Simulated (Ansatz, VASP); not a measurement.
One calculation of Ba, two programs

File INCAR:

```
SYSTEM = Ba
PREC     = Accurate       ! precision mode
ENCUT    = 520            ! plane-wave cutoff, eV
EDIFF    = 1E-6           ! SCF threshold, eV
ISMEAR   = 0              ! smearing method
SIGMA    = 0.15           ! smearing width, eV
LREAL    = .False.        ! projectors in reciprocal space
LASPH    = .True.         ! aspherical terms in the spheres
NELM     = 80             ! most SCF steps
ALGO     = Fast           ! electronic algorithm
ISIF     = 2              ! what is computed and relaxed
LWAVE    = .False.        ! write WAVECAR
LCHARG   = .False.        ! write CHGCAR
GGA      = PS             ! functional
NBANDS   = 11             ! bands
```

The input KPOINTS:

```
regular mesh
0
Gamma
  14 14 14
  0 0 0
```

Contents of POSCAR:

```
Ba
1.0
    0.8399405458      3.4270264159      3.4270264159
    3.4270264159      0.8399405458      3.4270264159
    3.4270264159      3.4270264159      0.8399405458
Ba
1
Direct
    0.0000000000      0.0000000000      0.0000000000
```

Input for Ansatz:

```yaml
crystal:
  lattice:
    - [0.8399405458, 3.4270264159, 3.4270264159]
    - [3.4270264159, 0.8399405458, 3.4270264159]
    - [3.4270264159, 3.4270264159, 0.8399405458]
  atoms:
    - { symbol: Ba, position: [0.0, 0.0, 0.0] }
basis:
  ecutwfc: 420
kpoints:
  mp_grid: { grid: [14, 14, 14] }
hamiltonian:
  xc: pbesol
  pseudopotentials: { kind: paw }
scf:
  occupations: { method: gaussian, width: 0.15 }
output:
  forces: true
  stress: true
  eigenvalues: true
```

Alike in both runs: task single point; functional PBEsol; k mesh 14 × 14 × 14; occupations gaussian, width 0.15 eV; no spin polarisation.

```csv
,VASP,Ansatz
version,VASP 6.6.1,Ansatz 0.2.0
potentials or method,"VASP PAW PBE potentials, release 64 (Ba_sv), cutoff 520 eV","scalar-relativistic, plane waves, PAW"
valence electrons in the cell,10,10
```

Ansatz gave:

* gap on the k mesh at the Fermi level (eV): none
* pressure (GPa): 2.2
* traceless stress, the component that is largest in VASP (GPa): -3.30

Task: What did VASP give for the same quantities?

Result: gap on the k mesh at the Fermi level (eV): none; pressure (GPa): 2.5; traceless stress, the component that is largest in VASP (GPa): -3.42.

VASP's potentials were made for PBE, not for PBEsol. A gap of «none» marks a metal or a gap that the smearing closes.

Neither program's run includes spin-orbit coupling.
